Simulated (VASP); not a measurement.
# BMoW3: relaxation of cell and atoms with PBE

The system is BMoW3.

```
CELL_PARAMETERS angstrom
4.19974 0.00000 0.00000
0.00000 4.19974 0.00000
0.00000 0.00000 4.19974
ATOMIC_POSITIONS crystal
B 0.50000 0.50000 0.50000
Mo 0.00000 0.00000 0.00000
W 0.50000 0.00000 0.50000
W 0.00000 0.50000 0.50000
W 0.50000 0.50000 0.00000
```

The cell was built from a structure type or drawn by symmetry, and may not be a known phase.

- Program: VASP 6.6.1
- Task: relaxation of cell and atoms
- Functional: PBE
- Potentials or basis: VASP PAW PBE potentials, release 64 (B, Mo_sv, W_sv)
- Cutoff: 600 eV
- k mesh: 10 × 10 × 10
- Occupations: gaussian, width 0.1 eV
- Spin: no spin polarisation
- Dipole correction: no
- Further INCAR settings: ALGO = Fast; EDIFF = 1e-06; IBRION = 2; EDIFFG = -0.01; NSW = 100; ISIF = 3

* Relaxed volume: 14.84 Å³/atom
* Relaxed cell: a = 4.202 Å, b = 4.202 Å, c = 4.202 Å, α = 90.00°, β = 90.00°, γ = 90.00°
* Space group after relaxing (to 0.1 Å): Pm-3m (No. 221)
* Energy gained by relaxing: 0.0 meV/atom
* Ionic steps: 3
* Pressure after relaxing: 0.0 GPa
* Band gap on the k mesh: zero (an odd number of electrons rules out a gap without spin polarisation)

Step by step:
```csv
step,energy change (eV),largest force (eV/Å),pressure (GPa),volume (Å³)
1,0.0000,0.0000,0.51,74.07
2,0.0013,0.0000,-1.33,74.58
3,-0.0002,0.0000,0.01,74.21
```

Final structure:
```
B Mo W
1.0
     4.20236    0.00000    0.00000
     0.00000    4.20236    0.00000
     0.00000    0.00000    4.20236
B Mo W
1 1 3
Direct
  0.50000 0.50000 0.50000
  0.00000 0.00000 0.00000
  0.50000 0.00000 0.50000
  0.00000 0.50000 0.50000
  0.50000 0.50000 0.00000
```

Levels at points of the mesh, in eV from the Fermi level:
```csv
k point,band 25,band 26,band 27,band 28,band 29,band 30,band 31,band 32,band 33,band 34
"(0.00, 0.00, 0.00)",-0.77,-0.77,-0.48,-0.48,-0.48,1.51,1.51,3.23,3.23,4.17
"(0.50, 0.00, 0.00)",-2.46,-2.04,-2.04,-0.19,0.27,0.27,0.44,1.08,1.20,1.20
"(0.50, 0.50, 0.00)",-2.12,-2.12,-1.77,-1.59,-0.61,-0.61,0.36,0.75,1.36,1.36
"(0.50, 0.50, 0.50)",-0.77,-0.77,-0.76,-0.76,-0.76,0.40,0.40,0.40,3.12,3.12
```

Wall time 6 min on 1 thread of Intel(R) Xeon(R) Platinum 8488C (Sapphire Rapids), on a shared host, peak memory 0.33 GiB.

Caveat: spin-orbit coupling is left out, which moves the levels of the heavy elements.
